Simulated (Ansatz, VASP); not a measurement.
## AlSe4: VASP beside Ansatz

```
Al Se
1.0
     3.98266    0.00000    0.00000
     0.00000    3.98266    0.00000
     0.00000    0.00000    7.27279
Al Se
1 4
Direct
  0.50000 0.50000 0.00000
  0.00000 0.50000 0.75168
  0.50000 0.00000 0.75168
  0.00000 0.50000 0.24832
  0.50000 0.00000 0.24832
```

Alike in both runs: functional PBE; dispersion D3(BJ); k mesh 4 × 4 × 4; occupations gaussian, width 0.1 eV; no spin polarisation.

Ansatz relaxed the structure, and its values are those at the end. VASP's run is a single point on that final structure, the one shown.

|  | VASP | Ansatz |
| --- | --- | --- |
| version | VASP 6.6.1 | Ansatz 0.2.0 |
| potentials or method | VASP PAW PBE potentials, release 64 (Al, Se), cutoff 520 eV | scalar-relativistic, plane waves, PAW |
| valence electrons in the cell | 27 | 67 |

Ansatz gave:

* gap on the k mesh at the Fermi level (eV): none
* pressure (GPa): 0.0

**Question.** Estimate VASP's values.

**Answer.** gap on the k mesh at the Fermi level (eV): none; pressure (GPa): 0.1.

A gap of «none» marks a metal or a gap that the smearing closes. VASP's potentials hold 27 valence electrons a cell and Ansatz's 67, so a difference there can come from the potentials and not from the codes.

The k mesh is coarse, so the values compare programs but aren't converged.
